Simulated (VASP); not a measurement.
# GaAs (F-43m) in VASP: further runs

GaAs is run at these levels: PBE; tasks: single point.

All numbers are computed with VASP 6.6.1; they aren't measurements. Logs are shortened: lines on timing, memory, paths and dates and some standing lists are left out, and cuts for length are marked.

## (1) The cell of the first run

Symmetry: F-43m, No. 216, cubic system. The conventional cell has a = 5.654 Å, b = 5.654 Å, c = 5.654 Å, α = 90.00°, β = 90.00°, γ = 90.00°. Within 3.2 Å of As (site symmetry -43m) lie 4 Ga at 2.45 Å. Within 3.2 Å of Ga (site symmetry -43m) lie 4 As at 2.45 Å.

## (2) Single point, PBE, non-collinear spin, zero start, spin-orbit coupling

INCAR reads:

```
SYSTEM = GaAs
PREC     = Accurate       ! precision mode
ENCUT    = 520            ! plane-wave cutoff, eV
EDIFF    = 1E-7           ! SCF threshold, eV
ISMEAR   = 0              ! smearing method
SIGMA    = 0.05           ! smearing width, eV
LREAL    = .False.        ! projectors in reciprocal space
LASPH    = .True.         ! aspherical terms in the spheres
NELM     = 150            ! most SCF steps
ALGO     = Normal         ! electronic algorithm
ISIF     = 2              ! what is computed and relaxed
LWAVE    = .False.        ! write WAVECAR
LCHARG   = .True.         ! write CHGCAR
LNONCOLLINEAR= .True.         ! non-collinear magnetism
MAGMOM   = 0 0 0 0 0 0    ! initial moments
LORBIT   = 11             ! projections on sites
LSORBIT  = .True.         ! spin-orbit coupling
GGA_COMPAT= .False.      
LORBMOM  = .True.       
GGA      = PE             ! functional
LVHAR    = .True.       
NBANDS   = 30             ! bands
```

KPOINTS reads:

```
regular mesh
0
Gamma
  9 9 9
  0 0 0
```

POSCAR reads:

```
GaAs
1.0
    0.0000000000      2.8268500000      2.8268500000
    2.8268500000      0.0000000000      2.8268500000
    2.8268500000      2.8268500000      0.0000000000
As Ga
1 1
Direct
    0.7500000000      0.7500000000      0.7500000000
    0.0000000000      0.0000000000      0.0000000000
```

Potentials or basis: VASP PAW PBE potentials, release 64 (As, Ga_d).

Run with:

```sh
> cat potpaw_PBE.64/As/POTCAR potpaw_PBE.64/Ga_d/POTCAR > POTCAR
> mpirun -np 1 vasp_ncl > vasp.out
```

OUTCAR:

```text
SYSTEM = GaAs
   PREC = Accurate
   ENCUT = 520
   EDIFF = 1E-7
   ISMEAR = 0
   LREAL = .False.
   LASPH = .True.
   NELM = 150
   ISIF = 2
   LNONCOLLINEAR = .True.
   LORBIT = 11
   LSORBIT = .True.
   GGA = PE

 ion  position               nearest neighbor table
   1  0.750  0.750  0.750-   2 2.45   2 2.45   2 2.45   2 2.45
   2  0.000  0.000  0.000-   1 2.45   1 2.45   1 2.45   1 2.45

  LATTYP: Found a face centered cubic cell.
 ALAT       =     5.6537000000

  Lattice vectors:

 A1 = (   0.0000000000,   2.8268500000,   2.8268500000)
 A2 = (   2.8268500000,   0.0000000000,   2.8268500000)
 A3 = (   2.8268500000,   2.8268500000,   0.0000000000)

Analysis of symmetry for initial positions (statically):
=====================================================================
 Subroutine PRICEL returns:
 Original cell was already a primitive cell.

 Routine SETGRP: Setting up the symmetry group for a
 face centered cubic supercell.

 Subroutine GETGRP returns: Found 24 space group operations
 (whereof 24 operations were pure point group operations)
 out of a pool of 48 trial point group operations.

The static configuration has the point symmetry T_d .

Analysis of symmetry for dynamics (positions and initial velocities):
=====================================================================
 Subroutine PRICEL returns:
 Original cell was already a primitive cell.

 Routine SETGRP: Setting up the symmetry group for a
 face centered cubic supercell.

 Subroutine GETGRP returns: Found 24 space group operations
 (whereof 24 operations were pure point group operations)
 out of a pool of 48 trial point group operations.

The dynamic configuration has the point symmetry T_d .

Analysis of structural, dynamic, and magnetic symmetry:
=====================================================================
 Subroutine PRICEL returns:
 Original cell was already a primitive cell.

 Routine SETGRP: Setting up the symmetry group for a
 face centered cubic supercell.

 Subroutine GETGRP returns: Found 24 space group operations
 (whereof 24 operations were pure point group operations)
 out of a pool of 48 trial point group operations.

The overall configuration has the point symmetry T_d .

 Subroutine INISYM returns: Found 24 space group operations
 (whereof 24 operations are pure point group operations),
 and found     1 'primitive' translations

----------------------------------------------------------------------------------------

                                     Primitive cell

  volume of cell :      45.1792

  direct lattice vectors                    reciprocal lattice vectors
     0.000000000  2.826850000  2.826850000    -0.176875321  0.176875321  0.176875321
     2.826850000  0.000000000  2.826850000     0.176875321 -0.176875321  0.176875321
     2.826850000  2.826850000  0.000000000     0.176875321  0.176875321 -0.176875321

  length of vectors
     3.997769609  3.997769609  3.997769609     0.306357042  0.306357042  0.306357042

  position of ions in fractional coordinates (direct lattice)
     0.750000000  0.750000000  0.750000000
     0.000000000  0.000000000  0.000000000

  ion indices of the primitive-cell ions
   primitive index   ion index
                 1           1
                 2           2

----------------------------------------------------------------------------------------

 KPOINTS: regular mesh

Automatic generation of k-mesh.
 Grid dimensions read from file:
 generate k-points for:    9    9    9

 Generating k-lattice:

  Cartesian coordinates                     Fractional coordinates (reciprocal lattice)
    -0.019652813  0.019652813  0.019652813     0.111111111  0.000000000  0.000000000
     0.019652813 -0.019652813  0.019652813     0.000000000  0.111111111  0.000000000
     0.019652813  0.019652813 -0.019652813     0.000000000  0.000000000  0.111111111

  Length of vectors
     0.034039671  0.034039671  0.034039671

  Shift w.r.t. Gamma in fractional coordinates (k-lattice)
     0.000000000  0.000000000  0.000000000

 Subroutine IBZKPT returns following result:
 ===========================================

 Found     55 irreducible k-points:

 Following reciprocal coordinates:
            Coordinates               Weight
  0.000000  0.000000  0.000000      1.000000
  0.111111  0.000000  0.000000      4.000000
 -0.111111  0.000000  0.000000      4.000000
[... 54 lines left out ...]
   EFERMI =   0.00;   METHOD = LEGACY
   ISMEAR =     0;   SIGMA  =   0.05  broadening in eV -4-tet -1-fermi 0-gaus
   EFERMI_NEDOS =   21; number of points for ismear=-14 and -15
   IALGO  =     38    algorithm
   IMIX   =      4    mixing-type and parameters
     AMIX     =   0.40;   BMIX     =  1.00
     AMIX_MAG =   1.60;   BMIX_MAG =  1.00
  volume/ion in A,a.u.               =      22.59       152.44
  Fermi-wavevector in a.u.,A,eV,Ry     =   1.204628  2.276417 19.743799  1.451128
  Thomas-Fermi vector in A             =   2.340347
   LORBIT       =     11    0 simple, 1 ext, 2 COOP (PROOUT), +10 PAW based schemes
   GGA     = PE    functional components
   LHFCALC =     F    Hartree Fock is set to
   AEXX    =    0.0000 exact exchange contribution
   IVDW    =     0    specifies the selected vdW correction
   LEPSILON=     F    determine dielectric tensor
   LRPA    =     F    only Hartree local field effects (RPA)
 Gauss-broadening in eV      SIGMA  =   0.05
  energy-cutoff  :      520.00
  volume of cell :       45.18
 maximum number of plane-waves:      2486
 NGX is ok and might be reduce to    30
   NGX = 15   NGY = 15   NGZ = 15

 number of electron      17.9999995 magnetization      -0.0000000     -0.0000000     -0.0000000

 number of electron      17.9999995 magnetization       0.0000000      0.0000000      0.0000000

 Free energy of the ion-electron system (eV)
  ---------------------------------------------------
  ext. energy  EPLUGINS =         0.00000000
  ---------------------------------------------------
  free energy    TOTEN  =        -8.26750099 eV

  energy without entropy =       -8.26750099  energy(sigma->0) =       -8.26750099

 E-fermi :   4.2541     XC(G=0):  -9.5877

 val. band max:        4.0403779080   @ k =   0.0000   0.0000   0.0000
 cond. band min:       4.4528942371   @ k =   0.0000   0.0000   0.0000
 fundamental gap:      0.4125163292
 Fermi energy:         4.2540637287

 k-point     1 :       0.0000    0.0000    0.0000
  band No.  band energies     occupation
      1     -11.1198      1.00000
      2     -11.1198      1.00000
      3     -11.1198      1.00000
      4     -11.1198      1.00000
      5     -10.6952      1.00000
      6     -10.6952      1.00000
[... 781 lines left out ...]
     29      14.7464      0.00000
     30      14.7531      0.00000

 [... further k-points ...]

------------------------ aborting loop because EDIFF is reached ----------------------------------------

  FORCE on cell =-STRESS in cart. coord.  units (eV):
  Direction    XX          YY          ZZ          XY          YZ          ZX
  --------------------------------------------------------------------------------------
  -------------------------------------------------------------------------------------
  Total        0.9722122      0.9722122      0.9722122      0.0000000      0.0000000     -0.0000000
  in kB       34.4773095     34.4773095     34.4773095      0.0000000      0.0000000     -0.0000000
  external PRESSURE =      34.4773095 kB  Pullay stress =       0.0000000 kB

 VOLUME and BASIS-vectors are now :
 -----------------------------------------------------------------------------
  energy-cutoff  :      520.00
  volume of cell :       45.18
      direct lattice vectors                 reciprocal lattice vectors
     0.000000000  2.826850000  2.826850000    -0.176875321  0.176875321  0.176875321
     2.826850000  0.000000000  2.826850000     0.176875321 -0.176875321  0.176875321
     2.826850000  2.826850000  0.000000000     0.176875321  0.176875321 -0.176875321

 POSITION                                       TOTAL-FORCE (eV/Angst)
 -----------------------------------------------------------------------------------
      4.24027      4.24027      4.24027         0.000000      0.000000      0.000000
      0.00000      0.00000      0.00000        -0.000000     -0.000000     -0.000000
 -----------------------------------------------------------------------------------
    total drift:                                0.000000      0.000000      0.000000

  FREE ENERGIE OF THE ION-ELECTRON SYSTEM (eV)
  ---------------------------------------------------
  free  energy   TOTEN  =        -8.2675009938 eV

  energy  without entropy=       -8.2675009938  energy(sigma->0) =       -8.26750099

 orbital moment (x)

 # of ion     p       d       tot
 ----------------------------------------
  1         0.000  -0.000   0.000
  2         0.000   0.000   0.000
 ----------------------------------------
            0.000  -0.000   0.000

 orbital moment (y)

 # of ion     p       d       tot
 ----------------------------------------
  1         0.000   0.000   0.000
  2        -0.000  -0.000  -0.000
 ----------------------------------------
           -0.000  -0.000  -0.000

 orbital moment (z)

 # of ion     p       d       tot
 ----------------------------------------
  1         0.000  -0.000   0.000
  2         0.000   0.000   0.000
 ----------------------------------------
            0.000   0.000   0.000

 Spin-Orbit-Coupling matrix elements

 Ion:    1  E_soc:     -0.0239846
 l=   1
     0.0000000    -0.0039899    -0.0039899
    -0.0039899     0.0000000    -0.0039899
    -0.0039899    -0.0039899     0.0000000
 l=   2
     0.0000000    -0.0000037     0.0000000    -0.0000037    -0.0000039
    -0.0000037     0.0000000    -0.0000029    -0.0000037    -0.0000010
     0.0000000    -0.0000029     0.0000000    -0.0000029     0.0000000
    -0.0000037    -0.0000037    -0.0000029     0.0000000    -0.0000010
    -0.0000039    -0.0000010     0.0000000    -0.0000010     0.0000000
 l=   3
     0.0000000     0.0000000     0.0000000     0.0000000     0.0000000     0.0000000     0.0000000
     0.0000000     0.0000000     0.0000000     0.0000000     0.0000000     0.0000000     0.0000000
     0.0000000     0.0000000     0.0000000     0.0000000     0.0000000     0.0000000     0.0000000
     0.0000000     0.0000000     0.0000000     0.0000000     0.0000000     0.0000000     0.0000000
     0.0000000     0.0000000     0.0000000     0.0000000     0.0000000     0.0000000     0.0000000
     0.0000000     0.0000000     0.0000000     0.0000000     0.0000000     0.0000000     0.0000000
     0.0000000     0.0000000     0.0000000     0.0000000     0.0000000     0.0000000     0.0000000

 Ion:    2  E_soc:     -0.0119780
 l=   1
     0.0000000    -0.0011635    -0.0011635
    -0.0011635     0.0000000    -0.0011635
    -0.0011635    -0.0011635     0.0000000
 l=   2
     0.0000000    -0.0001658     0.0000000    -0.0001658    -0.0006670
    -0.0001658     0.0000000    -0.0005003    -0.0001658    -0.0001668
     0.0000000    -0.0005003     0.0000000    -0.0005003     0.0000000
    -0.0001658    -0.0001658    -0.0005003     0.0000000    -0.0001668
    -0.0006670    -0.0001668     0.0000000    -0.0001668     0.0000000
 l=   3
     0.0000000     0.0000000     0.0000000     0.0000000     0.0000000     0.0000000     0.0000000
     0.0000000     0.0000000     0.0000000     0.0000000     0.0000000     0.0000000     0.0000000
     0.0000000     0.0000000     0.0000000     0.0000000     0.0000000     0.0000000     0.0000000
     0.0000000     0.0000000     0.0000000     0.0000000     0.0000000     0.0000000     0.0000000
     0.0000000     0.0000000     0.0000000     0.0000000     0.0000000     0.0000000     0.0000000
     0.0000000     0.0000000     0.0000000     0.0000000     0.0000000     0.0000000     0.0000000
     0.0000000     0.0000000     0.0000000     0.0000000     0.0000000     0.0000000     0.0000000

 total charge

# of ion       s       p       d       tot
------------------------------------------
    1        1.209   1.600   0.031   2.840
    2        0.882   0.802   9.994  11.678
--------------------------------------------------
tot          2.091   2.402  10.026  14.519

 magnetization (x)

# of ion       s       p       d       tot
------------------------------------------
    1       -0.000   0.000   0.000   0.000
    2        0.000   0.000   0.000   0.000
--------------------------------------------------
tot          0.000   0.000   0.000   0.000

 magnetization (y)

# of ion       s       p       d       tot
------------------------------------------
    1       -0.000   0.000   0.000  -0.000
    2       -0.000   0.000   0.000   0.000
--------------------------------------------------
tot         -0.000   0.000   0.000   0.000

 magnetization (z)

# of ion       s       p       d       tot
------------------------------------------
    1       -0.000   0.000   0.000   0.000
    2       -0.000   0.000   0.000   0.000
--------------------------------------------------
tot         -0.000   0.000   0.000   0.000
```

Wall time 69 s (1 thread of Intel Xeon 6975P-C (Granite Rapids), shared host); peak memory 0.34 GiB.

Results:

| Property | Result |
| --- | --- |
| Free energy | -8.2675 eV |
| Pressure | 3.4 GPa |
| Net moment | 0.00 μB per cell |
| Valence electrons inside the program's atomic spheres | As 2.84; Ga 11.68 |

Moments on the atoms (μB; x, y, z):
```
As  0.00 0.00 0.00
Ga  0.00 0.00 0.00
```

Caveat: the cell stands under pressure.

## (3) Single point, PBE, non-collinear spin, zero start, spin-orbit coupling

INCAR reads:

```
SYSTEM = GaAs
ALGO = Normal
EDIFF = 1E-6
ENCUT = 520
GGA = PE
GGA_COMPAT = .False.
ISIF = 2
ISMEAR = 0
LASPH = .True.
LCHARG = .False.
LORBIT = 11
LORBMOM = .True.
LREAL = .False.
LSORBIT = .True.
LWAVE = .False.
MAGMOM = 0 0 0 0 0 0
NBANDS = 30
NELM = 150
PREC = Accurate
SIGMA = 0.05
```

KPOINTS reads:

```
k-points
0
Gamma
  11 11 11
  0 0 0
```

POSCAR is that of step 2.

Potentials or basis: VASP PAW PBE potentials, release 64 (As, Ga_d).

Run with:

```sh
> cat potpaw_PBE.64/As/POTCAR potpaw_PBE.64/Ga_d/POTCAR > POTCAR
> mpirun -np 1 vasp_ncl > vasp.out
```

Wall time 1.8 min (1 thread of Intel Xeon 6975P-C (Granite Rapids), shared host); peak memory 0.39 GiB.

It converged, with:

- Free energy: -8.2693 eV
- Pressure: 3.5 GPa
- Net moment: 0.00 μB per cell
- Valence electrons inside the program's atomic spheres: As 2.84; Ga 11.68

Moments on the atoms (μB; x, y, z):
```
As  0.00 0.00 0.00
Ga  0.00 0.00 0.00
```

Caveat: the cell stands under pressure.
